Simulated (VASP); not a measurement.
# Bi2Se3 (R-3m) in VASP: further runs, part 2 of 2

VASP 6.6.1. The steps go on from the part before.

## (3) Single point, PBE

This run uses another cell than the first one, of 28.95 Å³/atom.

INCAR

```
SYSTEM = Bi2Se3
ALGO = Normal
EDIFF = 1E-6
ENCUT = 520
GGA = PE
ISIF = 2
ISMEAR = -1
LASPH = .True.
LCHARG = .False.
LREAL = .False.
LWAVE = .False.
NBANDS = 32
NELM = 60
PREC = Accurate
SIGMA = 0.05
```

KPOINTS

```
k-points
0
Gamma
  6 6 6
  0 0 0
```

POSCAR

```
Bi2Se3
1.0
    2.0715000000      1.1959810826      9.7362400000
   -2.0715000000      1.1959810826      9.7362400000
    0.0000000000     -2.3919621653      9.7362400000
Bi Se
2 3
Direct
    0.5992000000      0.5992000000      0.5992000000
    0.4008000000      0.4008000000      0.4008000000
    0.7883000000      0.7883000000      0.7883000000
    0.2117000000      0.2117000000      0.2117000000
    0.0000000000      0.0000000000      0.0000000000
```

Potentials or basis: VASP PAW PBE potentials, release 64 (Bi_d, Se).

Launch:

```console
$ cat potpaw_PBE.64/Bi_d/POTCAR potpaw_PBE.64/Se/POTCAR > POTCAR
$ mpirun -np 1 vasp_std > vasp.out
```

OUTCAR:

```text
SYSTEM = Bi2Se3
   EDIFF = 1E-6
   ENCUT = 520
   GGA = PE
   ISIF = 2
   ISMEAR = -1
   LASPH = .True.
   LREAL = .False.
   NELM = 60
   PREC = Accurate

 ion  position               nearest neighbor table
   1  0.599  0.599  0.599-   4 2.87   4 2.87   4 2.87   5 3.10   5 3.10   5 3.10
   2  0.401  0.401  0.401-   3 2.87   3 2.87   3 2.87   5 3.10   5 3.10   5 3.10
   3  0.788  0.788  0.788-   2 2.87   2 2.87   2 2.87
   4  0.212  0.212  0.212-   1 2.87   1 2.87   1 2.87
   5  0.000  0.000  0.000-   1 3.10   1 3.10   2 3.10   2 3.10   1 3.10   2 3.10

  LATTYP: Found a trigonal (rhomboedric) cell.
 ALAT       =    10.0257594394
 COS(alpha) =     0.9146181990

  Lattice vectors:

 A1 = (   2.0715000000,   1.1959810826,   9.7362400000)
 A2 = (  -2.0715000000,   1.1959810826,   9.7362400000)
 A3 = (   0.0000000000,  -2.3919621653,   9.7362400000)

Analysis of symmetry for initial positions (statically):
=====================================================================
 Subroutine PRICEL returns:
 Original cell was already a primitive cell.

 Routine SETGRP: Setting up the symmetry group for a
 trigonal (rhombohedral) supercell.

 Subroutine GETGRP returns: Found 12 space group operations
 (whereof 12 operations were pure point group operations)
 out of a pool of 12 trial point group operations.

The static configuration has the point symmetry D_3d.

Analysis of symmetry for dynamics (positions and initial velocities):
=====================================================================
 Subroutine PRICEL returns:
 Original cell was already a primitive cell.

 Routine SETGRP: Setting up the symmetry group for a
 trigonal (rhombohedral) supercell.

 Subroutine GETGRP returns: Found 12 space group operations
 (whereof 12 operations were pure point group operations)
 out of a pool of 12 trial point group operations.

The dynamic configuration has the point symmetry D_3d.

 Subroutine INISYM returns: Found 12 space group operations
 (whereof 12 operations are pure point group operations),
 and found     1 'primitive' translations

----------------------------------------------------------------------------------------

                                     Primitive cell

  volume of cell :     144.7277

  direct lattice vectors                    reciprocal lattice vectors
     2.071500000  1.195981083  9.736240000     0.241370987  0.139355604  0.034236351
    -2.071500000  1.195981083  9.736240000    -0.241370987  0.139355604  0.034236351
     0.000000000 -2.391962165  9.736240000     0.000000000 -0.278711209  0.034236351

  length of vectors
    10.025759439 10.025759439 10.025759439     0.280806100  0.280806100  0.280806100

  position of ions in fractional coordinates (direct lattice)
     0.599200000  0.599200000  0.599200000
     0.400800000  0.400800000  0.400800000
     0.788300000  0.788300000  0.788300000
     0.211700000  0.211700000  0.211700000
     0.000000000  0.000000000  0.000000000

  ion indices of the primitive-cell ions
   primitive index   ion index
                 1           1
                 2           2
                 3           3
                 4           4
                 5           5

[... 29 lines left out ...]
  0.166667 -0.000000  0.000000      6.000000
  0.333333  0.000000  0.000000      6.000000
  0.500000  0.000000  0.000000      3.000000
  0.166667  0.166667  0.000000      6.000000
  0.333333  0.166667  0.000000     12.000000
[... 16 lines left out ...]
  0.500000  0.500000  0.166667      6.000000
 -0.333333  0.500000  0.166667     12.000000
 [... further k-points ...]
   k-points           NKPTS =     32   k-points in BZ     NKDIM =     32   number of bands    NBANDS=     32
   number of dos      NEDOS =    301   number of ions     NIONS =      5
   total plane-waves  NPLWV = 512000
   dimension x,y,z NGX =    80 NGY =   80 NGZ =   80
   dimension x,y,z NGXF=   160 NGYF=  160 NGZF=  160
   ions per type =               2   3
   NGX,Y,Z   is equivalent  to a cutoff of  13.27, 13.27, 13.27 a.u.
   NGXF,Y,Z  is equivalent  to a cutoff of  26.53, 26.53, 26.53 a.u.
 SYSTEM =  Bi2Se3
   PREC   = accura    normal or accurate (medium, high low for compatibility)
   ISTART =      0    job   : 0-new  1-cont  2-samecut
   ICHARG =      2    charge: 1-file 2-atom 10-const
   ISPIN  =      1    spin polarized calculation?
   LNONCOLLINEAR =      F non collinear calculations
   LSORBIT =      F    spin-orbit coupling
   LASPH  =      T    aspherical Exc in radial PAW
   ENCUT  =  520.0 eV  38.22 Ry    6.18 a.u.  18.64 18.64 18.64*2*pi/ulx,y,z
   NELM   =     60;   NELMIN=  2; NELMDL= -5     # of ELM steps
   EDIFF  = 0.1E-05   stopping-criterion for ELM
   LREAL  =      F    real-space projection
   EDIFFG = 0.1E-04   stopping-criterion for IOM
   NSW    =      0    number of steps for IOM
   IBRION =     -1    ionic relax: 0-MD 1-quasi-New 2-CG
   NFREE  =      0    steps in history (QN), initial steepest desc. (CG)
   ISIF   =      2    stress and relaxation
   ISYM   =      2    0-nonsym 1-usesym 2-fastsym
   POTIM  = 0.5000    time-step for ionic-motion
   TEBEG  =    0.0;   TEEND  =   0.0 temperature during run
   PSTRESS=    0.0 pullay stress
   NELECT =      48.0000    total number of electrons
   NUPDOWN=      -1.0000    fix difference up-down
   EMIN   =  10.00;   EMAX   =-10.00  energy-range for DOS
   EFERMI =   0.00;   METHOD = LEGACY
   ISMEAR =    -1;   SIGMA  =   0.05  broadening in eV -4-tet -1-fermi 0-gaus
   EFERMI_NEDOS =   21; number of points for ismear=-14 and -15
   IALGO  =     38    algorithm
   IMIX   =      4    mixing-type and parameters
     AMIX     =   0.40;   BMIX     =  1.00
     AMIX_MAG =   1.60;   BMIX_MAG =  1.00
  volume/ion in A,a.u.               =      28.95       195.33
  Fermi-wavevector in a.u.,A,eV,Ry     =   1.133195  2.141428 17.471662  1.284131
  Thomas-Fermi vector in A             =   2.269897
   LORBIT       =      0    0 simple, 1 ext, 2 COOP (PROOUT), +10 PAW based schemes
   GGA     = PE    functional components
   LHFCALC =     F    Hartree Fock is set to
   AEXX    =    0.0000 exact exchange contribution
   IVDW    =     0    specifies the selected vdW correction
   LEPSILON=     F    determine dielectric tensor
   LRPA    =     F    only Hartree local field effects (RPA)
 non-spin polarized calculation
  energy-cutoff  :      520.00
  volume of cell :      144.73
 maximum number of plane-waves:      3925
 NGX is ok and might be reduce to    80
   NGX = 37   NGY = 37   NGZ = 37

 number of electron      48.0000003 magnetization

 Free energy of the ion-electron system (eV)
  ---------------------------------------------------
  ext. energy  EPLUGINS =         0.00000000
  ---------------------------------------------------
  free energy    TOTEN  =       -20.18654917 eV

  energy without entropy =      -20.18632900  energy(sigma->0) =      -20.18643908

 E-fermi :   4.8960     XC(G=0):  -9.4070

 val. band max:        4.7472576486   @ k =   0.0000   0.0000   0.0000
 cond. band min:       5.0443521174   @ k =   0.0000   0.0000   0.0000
 fundamental gap:      0.2970944688
 Fermi energy:         4.8959615568

 k-point     1 :       0.0000    0.0000    0.0000
  band No.  band energies     occupation
      1     -18.3798      2.00000
      2     -18.3798      2.00000
      3     -18.3785      2.00000
      4     -18.3785      2.00000
      5     -18.3693      2.00000
      6     -18.3670      2.00000
[... 829 lines left out ...]
     31       9.5312      0.00000
     32      11.2126      0.00000

 [... further k-points ...]

------------------------ aborting loop because EDIFF is reached ----------------------------------------

  FORCE on cell =-STRESS in cart. coord.  units (eV):
  Direction    XX          YY          ZZ          XY          YZ          ZX
  --------------------------------------------------------------------------------------
  -------------------------------------------------------------------------------------
  Total        1.3652405      1.3652405      0.7066092      0.0000000     -0.0000000      0.0000000
  in kB       15.1136021     15.1136021      7.8223660      0.0000000     -0.0000000      0.0000000
  external PRESSURE =      12.6831900 kB  Pullay stress =       0.0000000 kB

 VOLUME and BASIS-vectors are now :
 -----------------------------------------------------------------------------
  energy-cutoff  :      520.00
  volume of cell :      144.73
      direct lattice vectors                 reciprocal lattice vectors
     2.071500000  1.195981083  9.736240000     0.241370987  0.139355604  0.034236351
    -2.071500000  1.195981083  9.736240000    -0.241370987  0.139355604  0.034236351
     0.000000000 -2.391962165  9.736240000     0.000000000 -0.278711209  0.034236351

 POSITION                                       TOTAL-FORCE (eV/Angst)
 -----------------------------------------------------------------------------------
      0.00000     -0.00000     17.50187         0.000000     -0.000000      0.146814
      0.00000     -0.00000     11.70685         0.000000      0.000000     -0.146814
      0.00000     -0.00000     23.02523         0.000000      0.000000     -0.010630
      0.00000     -0.00000      6.18349         0.000000     -0.000000      0.010630
      0.00000      0.00000      0.00000         0.000000     -0.000000     -0.000000
 -----------------------------------------------------------------------------------
    total drift:                                0.000000      0.000000     -0.000000

  FREE ENERGIE OF THE ION-ELECTRON SYSTEM (eV)
  ---------------------------------------------------
  free  energy   TOTEN  =       -20.1865491665 eV

  energy  without entropy=      -20.1863289978  energy(sigma->0) =      -20.18643908
```

Run time: 6.5 min. Hardware: 1 thread of Intel Xeon 6975P-C (Granite Rapids), shared host; peak memory 0.94 GiB.

Results:

- Free energy: -20.1865 eV
- Pressure: 1.3 GPa
- Largest force: 0.147 eV/Å
- Band gap on the k mesh: 0.30 eV

Forces on the atoms (eV/Å):
```
Bi   0.000  0.000  0.147
Bi   0.000  0.000 -0.147
Se   0.000  0.000 -0.011
Se   0.000  0.000  0.011
Se   0.000  0.000  0.000
```

Caveat: spin-orbit coupling is left out, which moves the levels of the heavy elements. A k mesh can miss the band edges.

## (4) Single point, PBE

This run uses another cell than the first one, of 29.51 Å³/atom.

INCAR

```
ALGO = Normal
EDIFF = 1E-7
ENCUT = 520
GGA = PE
ISIF = 2
ISMEAR = -1
LASPH = T
LCHARG = T
LELF = T
LREAL = F
LVHAR = T
LWAVE = F
NBANDS = 32
NELM = 80
PREC = Accurate
SIGMA = 0.05
```

KPOINTS

```
k-points
0
Gamma
  6 6 6
```

POSCAR: that of step 3 with these lines changed.

```diff
@@ -2,5 +2,5 @@
 1.0
-    2.0715000000      1.1959810826      9.7362400000
-   -2.0715000000      1.1959810826      9.7362400000
-    0.0000000000     -2.3919621653      9.7362400000
+    2.0715000000      1.1959810826      9.9271466666
+   -2.0715000000      1.1959810826      9.9271466666
+    0.0000000000     -2.3919621653      9.9271466666
 Bi Se
```

Launch:

```console
$ cat potpaw_PBE.64/Bi_d/POTCAR potpaw_PBE.64/Se/POTCAR > POTCAR
$ mpirun -np 1 vasp_std > vasp.out
```

It took 6.4 min on 1 thread of Intel Xeon 6975P-C (Granite Rapids), shared host; peak memory 0.94 GiB.

It converged, with:

* Free energy: -20.1858 eV
* Pressure: 0.1 GPa
* Largest force: 0.207 eV/Å
* Band gap on the k mesh: 0.37 eV

Forces in eV/Å, atoms in the order of the input:
```
Bi   0.000  0.000  0.099
Bi   0.000  0.000 -0.099
Se   0.000  0.000 -0.207
Se   0.000  0.000  0.207
Se   0.000  0.000  0.000
```

Stress tensor (GPa, compression positive):
```
 0.62  0.00  0.00
 0.00  0.62  0.00
 0.00  0.00 -0.92
```

Levels at points of the mesh, in eV from the valence-band top:
| k point | band 22 | band 23 | band 24 | band 25 | band 26 | band 27 |
| --- | --- | --- | --- | --- | --- | --- |
| (0.00, 0.00, 0.00) | -1.02 | -1.02 | 0.00 | 0.37 | 1.53 | 1.53 |
| (0.50, 0.00, 0.00) | -2.11 | -1.14 | -0.61 | 0.85 | 1.90 | 2.80 |
| (0.50, 0.50, 0.00) | -1.77 | -1.46 | -1.15 | 1.21 | 1.87 | 2.46 |
| (0.50, 0.50, 0.50) | -1.14 | -1.14 | -0.51 | 0.77 | 1.78 | 1.78 |

Caveat: spin-orbit coupling is left out, which moves the levels of the heavy elements. A k mesh can miss the band edges.

## (5) Single point, PBEsol

This run uses another cell than the first one, of 28.38 Å³/atom.

INCAR

```
SYSTEM = Bi2Se3
ALGO     = Normal         ! electronic algorithm
EDIFF    = 1E-6           ! SCF threshold, eV
ENCUT    = 520            ! plane-wave cutoff, eV
GGA      = PS             ! functional
ISIF     = 2              ! what is computed and relaxed
ISMEAR   = 1              ! smearing method
LASPH    = .TRUE.         ! aspherical terms in the spheres
LCHARG   = .FALSE.        ! write CHGCAR
LREAL    = .FALSE.        ! projectors in reciprocal space
LWAVE    = .FALSE.        ! write WAVECAR
NBANDS   = 32             ! bands
NELM     = 100            ! most SCF steps
PREC     = Accurate       ! precision mode
SIGMA    = 0.05           ! smearing width, eV
```

KPOINTS

```
k-points
0
G
  6 6 6
  0 0 0
```

POSCAR: that of step 4 with these lines changed.

```diff
@@ -2,5 +2,5 @@
 1.0
-    2.0715000000      1.1959810826      9.9271466666
-   -2.0715000000      1.1959810826      9.9271466666
-    0.0000000000     -2.3919621653      9.9271466666
+    2.0715000000      1.1959810826      9.5453333333
+   -2.0715000000      1.1959810826      9.5453333333
+    0.0000000000     -2.3919621653      9.5453333333
 Bi Se
```

Launch:

```console
$ cat potpaw_PBE.64/Bi_d/POTCAR potpaw_PBE.64/Se/POTCAR > POTCAR
$ mpirun -np 1 vasp_std > vasp.out
```

Wall time 19 min (1 thread of Intel Xeon Platinum 8488C (Sapphire Rapids), shared host); peak memory 0.94 GiB.

The run converged. Its results:

* Free energy: -22.0496 eV
* Pressure: -0.3 GPa
* Largest force: 0.191 eV/Å
* Band gap on the k mesh: 0.14 eV

Forces on the atoms (eV/Å):
```
Bi   0.000  0.000  0.191
Bi   0.000  0.000 -0.191
Se   0.000  0.000  0.097
Se   0.000  0.000 -0.097
Se   0.000  0.000  0.000
```

Levels at points of the mesh, in eV from the valence-band top:
| k point | band 22 | band 23 | band 24 | band 25 | band 26 | band 27 |
| --- | --- | --- | --- | --- | --- | --- |
| (0.00, 0.00, 0.00) | -1.20 | -1.20 | 0.00 | 0.14 | 1.36 | 1.36 |
| (0.50, 0.00, 0.00) | -2.17 | -1.22 | -0.56 | 0.78 | 1.90 | 2.90 |
| (0.50, 0.50, 0.00) | -1.90 | -1.63 | -1.01 | 1.29 | 1.91 | 2.58 |
| (0.50, 0.50, 0.50) | -1.37 | -1.37 | -0.47 | 0.58 | 1.68 | 1.68 |

Caveat: the PAW data sets were made with another functional, which shifts forces and pressure a little; spin-orbit coupling is left out, which moves the levels of the heavy elements. A k mesh can miss the band edges.

## (6) Overview

```tsv
level	cell	smearing	gap on the mesh (eV)	pressure (GPa)	largest force (eV/Å)
PBE	a = 9.933 Å, angles 24.1°, 5 atoms	fermi-dirac 0.05 eV	0.26	1.9	0.17
PBE	a = 10.026 Å, angles 23.8°, 5 atoms	fermi-dirac 0.05 eV	0.30	1.3	0.15
PBE	a = 10.211 Å, angles 23.4°, 5 atoms	fermi-dirac 0.05 eV	0.37	0.1	0.21
PBEsol	a = 9.840 Å, angles 24.3°, 5 atoms	methfessel-paxton 0.05 eV	0.14	-0.3	0.19
```

Alike in all rows: task single point; potentials or basis VASP PAW PBE potentials, release 64 (Bi_d, Se); no spin polarisation; k mesh 6 × 6 × 6; cutoff (eV) 520.

Caveats: spin-orbit coupling is left out, which moves the levels of the heavy elements; the PAW data sets were made with another functional, which shifts forces and pressure a little (at least some runs).

Absolute energies hang on the potentials; compare differences alone.
